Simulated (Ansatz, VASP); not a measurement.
One calculation of TlBr, two programs

```
Tl Br
1.0
     3.99491    0.00000    0.00000
     0.00000    3.99491    0.00000
     0.00000    0.00000    3.99491
Tl Br
1 1
Direct
  0.00000 0.00000 0.00000
  0.50000 0.50000 0.50000
```

Alike in both runs: task single point; functional PBE-based screened hybrid; k mesh 4 × 4 × 4; no spin polarisation.

```csv
,VASP,Ansatz
version,VASP 6.6.1,Ansatz 0.2.0
potentials or method,"VASP PAW PBE potentials, release 64 (Tl_d, Br)",plane waves
plane-wave cutoff (eV),400,420
occupations,"gaussian, width 0.01 eV",fixed
valence electrons in the cell,20,20
```

Ansatz gave:

```
gap on the k mesh at the Fermi level (eV) : 2.30
pressure (GPa)                            : 0.8
```

Task: What did VASP give for the same quantities?

Result: gap on the k mesh at the Fermi level (eV): 2.31; pressure (GPa): 0.7.

VASP's potentials were made for PBE, not for PBE-based screened hybrid. Ansatz's warnings: stress exchange threshold loose, stress scf threshold loose.

Spin-orbit coupling is off throughout.
